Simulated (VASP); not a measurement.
# Lu (Fm-3m) in VASP: a series of runs

Lu is run at these levels: PBE; tasks: single point.

Program: VASP 6.6.1. These are calculated values, not measurements. Logs are shortened: lines on timing, memory, paths and dates and some standing lists are left out, and cuts for length are marked.

## Step 1: The cell of the first run

The structure is cubic, space group Fm-3m (No. 225). Conventional cell: a = 4.882 Å, b = 4.882 Å, c = 4.882 Å, α = 90.00°, β = 90.00°, γ = 90.00°. Within 4.5 Å of Lu (site symmetry m-3m) lie 12 Lu at 3.45 Å.

## Step 2: Single point, PBE

File INCAR:

```
SYSTEM = Lu
ALGO = Normal
EDIFF = 1E-6
ENCUT = 520
GGA = PE
ISIF = 2
ISMEAR = -1
LASPH = .True.
LCHARG = .False.
LREAL = .False.
LWAVE = .False.
NBANDS = 18
NELM = 80
PREC = Accurate
SIGMA = 0.1
```

File KPOINTS:

```
k-points
0
Gamma
  15 15 15
  0 0 0
```

File POSCAR:

```
Lu
1.0
    0.0000000000      2.4409205575      2.4409205575
    2.4409205575      0.0000000000      2.4409205575
    2.4409205575      2.4409205575      0.0000000000
Lu
1
Direct
    0.0000000000      0.0000000000      0.0000000000
```

Potentials or basis: VASP PAW PBE potentials, release 64 (Lu).

On the command line:

```console
$ cat potpaw_PBE.64/Lu/POTCAR > POTCAR
$ mpirun -np 1 vasp_std > vasp.out
```

OUTCAR:

```text
SYSTEM = Lu
   EDIFF = 1E-6
   ENCUT = 520
   GGA = PE
   ISIF = 2
   ISMEAR = -1
   LASPH = .True.
   LREAL = .False.
   NELM = 80
   PREC = Accurate

 ion  position               nearest neighbor table
   1  0.000  0.000  0.000-

  LATTYP: Found a face centered cubic cell.
 ALAT       =     4.8818411150

  Lattice vectors:

 A1 = (   0.0000000000,   2.4409205575,   2.4409205575)
 A2 = (   2.4409205575,   0.0000000000,   2.4409205575)
 A3 = (   2.4409205575,   2.4409205575,   0.0000000000)

Analysis of symmetry for initial positions (statically):
=====================================================================
 Subroutine PRICEL returns:
 Original cell was already a primitive cell.

 Routine SETGRP: Setting up the symmetry group for a
 face centered cubic supercell.

 Subroutine GETGRP returns: Found 48 space group operations
 (whereof 48 operations were pure point group operations)
 out of a pool of 48 trial point group operations.

The static configuration has the point symmetry O_h .

Analysis of symmetry for dynamics (positions and initial velocities):
=====================================================================
 Subroutine PRICEL returns:
 Original cell was already a primitive cell.

 Routine SETGRP: Setting up the symmetry group for a
 face centered cubic supercell.

 Subroutine GETGRP returns: Found 48 space group operations
 (whereof 48 operations were pure point group operations)
 out of a pool of 48 trial point group operations.

The dynamic configuration has the point symmetry O_h .

 Subroutine INISYM returns: Found 48 space group operations
 (whereof 48 operations are pure point group operations),
 and found     1 'primitive' translations

----------------------------------------------------------------------------------------

                                     Primitive cell

  volume of cell :      29.0865

  direct lattice vectors                    reciprocal lattice vectors
     0.000000000  2.440920558  2.440920558    -0.204840751  0.204840751  0.204840751
     2.440920558  0.000000000  2.440920558     0.204840751 -0.204840751  0.204840751
     2.440920558  2.440920558  0.000000000     0.204840751  0.204840751 -0.204840751

  length of vectors
     3.451982957  3.451982957  3.451982957     0.354794588  0.354794588  0.354794588

  position of ions in fractional coordinates (direct lattice)
     0.000000000  0.000000000  0.000000000

  ion indices of the primitive-cell ions
   primitive index   ion index
                 1           1

----------------------------------------------------------------------------------------

 KPOINTS: k-points

Automatic generation of k-mesh.
 Grid dimensions read from file:
 generate k-points for:   15   15   15

 Generating k-lattice:

  Cartesian coordinates                     Fractional coordinates (reciprocal lattice)
    -0.013656050  0.013656050  0.013656050     0.066666667  0.000000000  0.000000000
     0.013656050 -0.013656050  0.013656050     0.000000000  0.066666667  0.000000000
     0.013656050  0.013656050 -0.013656050     0.000000000  0.000000000  0.066666667

  Length of vectors
     0.023652973  0.023652973  0.023652973

  Shift w.r.t. Gamma in fractional coordinates (k-lattice)
     0.000000000  0.000000000  0.000000000

 Subroutine IBZKPT returns following result:
 ===========================================

 Found    120 irreducible k-points:

 Following reciprocal coordinates:
            Coordinates               Weight
  0.000000  0.000000  0.000000      1.000000
  0.066667  0.000000  0.000000      8.000000
  0.133333  0.000000  0.000000      8.000000
  0.200000  0.000000  0.000000      8.000000
  0.266667  0.000000  0.000000      8.000000
  0.333333  0.000000  0.000000      8.000000
[... 16 lines left out ...]
  0.133333  0.133333  0.000000      6.000000
  0.200000  0.133333  0.000000     24.000000
 [... further k-points ...]
   k-points           NKPTS =    120   k-points in BZ     NKDIM =    120   number of bands    NBANDS=     18
   number of dos      NEDOS =    301   number of ions     NIONS =      1
   total plane-waves  NPLWV =  21952
   dimension x,y,z NGX =    28 NGY =   28 NGZ =   28
   dimension x,y,z NGXF=    56 NGYF=   56 NGZF=   56
   ions per type =               1
   NGX,Y,Z   is equivalent  to a cutoff of  13.48, 13.48, 13.48 a.u.
   NGXF,Y,Z  is equivalent  to a cutoff of  26.97, 26.97, 26.97 a.u.
 SYSTEM =  Lu
   PREC   = accura    normal or accurate (medium, high low for compatibility)
   ISTART =      0    job   : 0-new  1-cont  2-samecut
   ICHARG =      2    charge: 1-file 2-atom 10-const
   ISPIN  =      1    spin polarized calculation?
   LNONCOLLINEAR =      F non collinear calculations
   LSORBIT =      F    spin-orbit coupling
   LASPH  =      T    aspherical Exc in radial PAW
   ENCUT  =  520.0 eV  38.22 Ry    6.18 a.u.   6.42  6.42  6.42*2*pi/ulx,y,z
   NELM   =     80;   NELMIN=  2; NELMDL= -5     # of ELM steps
   EDIFF  = 0.1E-05   stopping-criterion for ELM
   LREAL  =      F    real-space projection
   EDIFFG = 0.1E-04   stopping-criterion for IOM
   NSW    =      0    number of steps for IOM
   IBRION =     -1    ionic relax: 0-MD 1-quasi-New 2-CG
   NFREE  =      0    steps in history (QN), initial steepest desc. (CG)
   ISIF   =      2    stress and relaxation
   ISYM   =      2    0-nonsym 1-usesym 2-fastsym
   POTIM  = 0.5000    time-step for ionic-motion
   TEBEG  =    0.0;   TEEND  =   0.0 temperature during run
   PSTRESS=    0.0 pullay stress
   NELECT =      25.0000    total number of electrons
   NUPDOWN=      -1.0000    fix difference up-down
   EMIN   =  10.00;   EMAX   =-10.00  energy-range for DOS
   EFERMI =   0.00;   METHOD = LEGACY
   ISMEAR =    -1;   SIGMA  =   0.10  broadening in eV -4-tet -1-fermi 0-gaus
   EFERMI_NEDOS =   21; number of points for ismear=-14 and -15
   IALGO  =     38    algorithm
   IMIX   =      4    mixing-type and parameters
     AMIX     =   0.40;   BMIX     =  1.00
     AMIX_MAG =   1.60;   BMIX_MAG =  1.00
  volume/ion in A,a.u.               =      29.09       196.29
  Fermi-wavevector in a.u.,A,eV,Ry     =   1.556531  2.941418 32.964055  2.422790
  Thomas-Fermi vector in A             =   2.660314
   LORBIT       =      0    0 simple, 1 ext, 2 COOP (PROOUT), +10 PAW based schemes
   GGA     = PE    functional components
   LHFCALC =     F    Hartree Fock is set to
   AEXX    =    0.0000 exact exchange contribution
   IVDW    =     0    specifies the selected vdW correction
   LEPSILON=     F    determine dielectric tensor
   LRPA    =     F    only Hartree local field effects (RPA)
 non-spin polarized calculation
  energy-cutoff  :      520.00
  volume of cell :       29.09
 maximum number of plane-waves:       801
 NGX is ok and might be reduce to    28
   NGX = 13   NGY = 13   NGZ = 13

 number of electron      25.0000003 magnetization

 Free energy of the ion-electron system (eV)
  ---------------------------------------------------
  ext. energy  EPLUGINS =         0.00000000
  ---------------------------------------------------
  free energy    TOTEN  =        -4.50419649 eV

  energy without entropy =       -4.45289947  energy(sigma->0) =       -4.47854798

 E-fermi :   2.2847     XC(G=0): -10.6690

 val. band max:        2.2492816609   @ k =  -0.4667   0.2667   0.1333
 cond. band min:       2.2884273764   @ k =  -0.2667   0.3333   0.0667
 fundamental gap:      0.0391457155
 Fermi energy:         2.2846665235

 k-point     1 :       0.0000    0.0000    0.0000
  band No.  band energies     occupation
      1     -53.9406      2.00000
      2     -24.3642      2.00000
      3     -24.3642      2.00000
      4     -24.3642      2.00000
      5      -3.7970      2.00000
      6      -2.7457      2.00000
[... 10 lines left out ...]
     17       6.9129      0.00000
     18      12.5485      0.00000

 k-point     2 :       0.0667    0.0000    0.0000
  band No.  band energies     occupation
      1     -53.9394      2.00000
      2     -24.3868      2.00000
      3     -24.3672      2.00000
      4     -24.3672      2.00000
      5      -3.6734      2.00000
      6      -2.7433      2.00000
[... 10 lines left out ...]
     17       6.8407      0.00000
     18      12.8398      0.00000

 k-point     3 :       0.1333    0.0000    0.0000
  band No.  band energies     occupation
      1     -53.9358      2.00000
      2     -24.4499      2.00000
      3     -24.3754      2.00000
      4     -24.3754      2.00000
      5      -3.3138      2.00000
      6      -2.7365      2.00000
[... 10 lines left out ...]
     17       6.6982      0.00000
     18      13.4857      0.00000

 k-point     4 :       0.2000    0.0000    0.0000
  band No.  band energies     occupation
      1     -53.9304      2.00000
      2     -24.5415      2.00000
      3     -24.3876      2.00000
      4     -24.3876      2.00000
      5      -2.7554      2.00000
      6      -2.7279      2.00000
[... 10 lines left out ...]
     17       6.6860      0.00000
     18      12.9413      0.00000

 k-point     5 :       0.2667    0.0000    0.0000
  band No.  band energies     occupation
      1     -53.9243      2.00000
      2     -24.6445      2.00000
      3     -24.4015      2.00000
      4     -24.4015      2.00000
      5      -2.7246      2.00000
      6      -2.6928      2.00000
[... 10 lines left out ...]
     17       6.9894      0.00000
     18      12.0921      0.00000

 k-point     6 :       0.3333    0.0000    0.0000
  band No.  band energies     occupation
      1     -53.9185      2.00000
      2     -24.7411      2.00000
      3     -24.4147      2.00000
      4     -24.4147      2.00000
      5      -2.7269      2.00000
      6      -2.6848      2.00000
[... 10 lines left out ...]
     17       7.5525      0.00000
     18      11.3827      0.00000

 k-point     7 :       0.4000    0.0000    0.0000
  band No.  band energies     occupation
      1     -53.9139      2.00000
      2     -24.8154      2.00000
      3     -24.4251      2.00000
      4     -24.4251      2.00000
      5      -2.7302      2.00000
      6      -2.6943      2.00000
[... 10 lines left out ...]
     17       8.1764      0.00000
     18      10.8168      0.00000

 k-point     8 :       0.4667    0.0000    0.0000
  band No.  band energies     occupation
      1     -53.9114      2.00000
      2     -24.8555      2.00000
      3     -24.4307      2.00000
      4     -24.4307      2.00000
      5      -2.7322      2.00000
      6      -2.6997      2.00000
[... 10 lines left out ...]
     17       8.6107      0.00000
     18      10.4487      0.00000
[... 229 lines left out ...]
     17       7.6472      0.00000
     18      12.0494      0.00000

 k-point    20 :      -0.2000    0.0667    0.0000
  band No.  band energies     occupation
      1     -53.9275      2.00000
      2     -24.5791      2.00000
      3     -24.4131      2.00000
      4     -24.3867      2.00000
      5      -2.7236      2.00000
      6      -2.6994      2.00000
[... 10 lines left out ...]
     17       7.1751      0.00000
     18      12.8716      0.00000

 k-point    21 :      -0.1333    0.0667    0.0000
  band No.  band energies     occupation
      1     -53.9331      2.00000
      2     -24.4866      2.00000
      3     -24.3964      2.00000
      4     -24.3752      2.00000
      5      -3.0434      2.00000
      6      -2.7314      2.00000
[... 10 lines left out ...]
     17       6.9473      0.00000
     18      13.7116      0.00000

 k-point    22 :      -0.0667    0.0667    0.0000
  band No.  band energies     occupation
      1     -53.9373      2.00000
      2     -24.4181      2.00000
      3     -24.3802      2.00000
      4     -24.3682      2.00000
      5      -3.4710      2.00000
      6      -2.7393      2.00000
[... 10 lines left out ...]
     17       6.9018      0.00000
     18      13.2897      0.00000

 k-point    23 :       0.1333    0.1333    0.0000
  band No.  band energies     occupation
      1     -53.9341      2.00000
      2     -24.4477      2.00000
      3     -24.3943      2.00000
      4     -24.3943      2.00000
      5      -3.1530      2.00000
      6      -2.7325      2.00000
[... 10 lines left out ...]
     17       7.1626      0.00000
     18      13.9971      0.00000

 k-point    24 :       0.2000    0.1333    0.0000
  band No.  band energies     occupation
      1     -53.9302      2.00000
      2     -24.5073      2.00000
      3     -24.4097      2.00000
      4     -24.4056      2.00000
      5      -2.7442      2.00000
      6      -2.7244      2.00000
[... 10 lines left out ...]
     17       7.2784      0.00000
     18      14.3860      0.00000

 [... further k-points ...]
[... 5 lines left out ...]
  --------------------------------------------------------------------------------------
  -------------------------------------------------------------------------------------
  Total        0.0284804      0.0284804      0.0284804     -0.0000000      0.0000000      0.0000000
  in kB        1.5687947      1.5687947      1.5687947     -0.0000000      0.0000000      0.0000000
  external PRESSURE =       1.5687947 kB  Pullay stress =       0.0000000 kB

 VOLUME and BASIS-vectors are now :
 -----------------------------------------------------------------------------
  energy-cutoff  :      520.00
  volume of cell :       29.09
      direct lattice vectors                 reciprocal lattice vectors
     0.000000000  2.440920558  2.440920558    -0.204840751  0.204840751  0.204840751
     2.440920558  0.000000000  2.440920558     0.204840751 -0.204840751  0.204840751
     2.440920558  2.440920558  0.000000000     0.204840751  0.204840751 -0.204840751

 POSITION                                       TOTAL-FORCE (eV/Angst)
 -----------------------------------------------------------------------------------
      0.00000      0.00000      0.00000         0.000000      0.000000      0.000000
 -----------------------------------------------------------------------------------
    total drift:                               -0.000000     -0.000000     -0.000000

  FREE ENERGIE OF THE ION-ELECTRON SYSTEM (eV)
  ---------------------------------------------------
  free  energy   TOTEN  =        -4.5041964920 eV

  energy  without entropy=       -4.4528994656  energy(sigma->0) =       -4.47854798
```

It took 91 s on 1 thread of AMD EPYC 7R13 (Zen 3), shared host; peak memory 0.18 GiB.

Results:

```yaml
Free_energy: -4.5042 eV
Pressure: 0.2 GPa
```

Levels at points of the mesh, in eV from the Fermi level:
| k point | band 10 | band 11 | band 12 | band 13 | band 14 | band 15 |
| --- | --- | --- | --- | --- | --- | --- |
| (0.00, 0.00, 0.00) | -4.90 | -4.90 | -4.90 | 2.25 | 2.25 | 2.25 |

Caveat: spin-orbit coupling is left out, which moves the levels of the heavy elements.

## Step 3: Single point, PBE (volume scaled by 0.45)

File INCAR:

```
SYSTEM = Lu
ALGO = Normal
EDIFF = 1E-7
ENCUT = 520
GGA = PE
ISIF = 2
ISMEAR = -1
LASPH = .True.
LCHARG = .True.
LELF = .True.
LREAL = .False.
LVHAR = .True.
LWAVE = .False.
NBANDS = 18
NELM = 100
PREC = Accurate
SIGMA = 0.1
```

KPOINTS is that of step 2.

File POSCAR:

```
Lu
1.0
    0.0000000000      1.8705004466      1.8705004466
    1.8705004466      0.0000000000      1.8705004466
    1.8705004466      1.8705004466      0.0000000000
Lu
1
Direct
    0.0000000000      0.0000000000      0.0000000000
```

Potentials or basis: VASP PAW PBE potentials, release 64 (Lu).

On the command line:

```console
$ cat potpaw_PBE.64/Lu/POTCAR > POTCAR
$ mpirun -np 1 vasp_std > vasp.out
```

Wall time 25 s (1 thread of Intel Xeon 6975P-C (Granite Rapids), shared host); peak memory 0.15 GiB.

The run converged, but its numbers aren't listed here, since they failed a check.

Caveat: spin-orbit coupling is left out, which moves the levels of the heavy elements.

## Step 4: Single point, PBE (volume scaled by 0.45)

File INCAR:

```
PREC = Accurate
ENCUT = 520
EDIFF = 1E-6
ISMEAR = -1
SIGMA = 0.1
LREAL = F
LASPH = T
NELM = 80
ALGO = Normal
ISIF = 2
LWAVE = F
LCHARG = F
GGA = PE
NBANDS = 18
```

File KPOINTS:

```
regular mesh
0
Gamma
  15 15 15
```

POSCAR is that of step 3.

On the command line:

```console
$ cat potpaw_PBE.64/Lu/POTCAR > POTCAR
$ mpirun -np 1 vasp_std > vasp.out
```

It took 20 s on 1 thread of Intel Xeon 6975P-C (Granite Rapids), shared host; peak memory 0.16 GiB.

The run converged, but its numbers aren't listed here, since they failed a check.

Caveat: spin-orbit coupling is left out, which moves the levels of the heavy elements.

(Part 1 of 2 ends here.)
